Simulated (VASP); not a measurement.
Crystal: In3O.

```
In O
1.0
     4.27975    0.00000    0.00000
     0.00000    4.27975    0.00000
     0.00000    0.00000    4.27975
In O
3 1
Direct
  0.00000 0.50000 0.50000
  0.50000 0.00000 0.50000
  0.50000 0.50000 0.00000
  0.00000 0.00000 0.00000
```

| Item | Value |
| --- | --- |
| Program | VASP 6.6.1 |
| Task | relaxation of cell and atoms |
| Functional | PBE |
| Potentials or basis | VASP PAW PBE potentials, release 64 (In_d, O) |
| Cutoff | 600 eV |
| k mesh | 4 × 4 × 4 |
| Occupations | gaussian, width 0.1 eV |
| Spin | no spin polarisation |

At the start: pressure 7.6 GPa; volume 19.60 Å³/atom.

Q: Where does the relaxation end?

A: Over 3 steps the energy falls by 54.8 meV/atom and the volume is 22.12 Å³/atom (+12.9 %); space group Pm-3m (No. 221, to 0.05 Å).

Step by step:
```
step  energy change (eV)  largest force (eV/Å)  pressure (GPa)  volume (Å³)
   1              0.0000                0.0000            7.57        78.39
   2             -0.2181                0.0000           -0.47        89.37
   3             -0.2194                0.0000           -0.13        88.50
```

Final structure:
```
CELL_PARAMETERS angstrom
4.45629 0.00000 0.00000
0.00000 4.45629 0.00000
0.00000 0.00000 4.45629
ATOMIC_POSITIONS crystal
In 0.00000 0.50000 0.50000
In 0.50000 0.00000 0.50000
In 0.50000 0.50000 0.00000
O 0.00000 0.00000 0.00000
```

Caveat: the k points lie up to 0.35 Å⁻¹ apart in the final cell; an odd number of electrons without spin polarisation forces a metal; a magnetic or distorted state may lie lower.
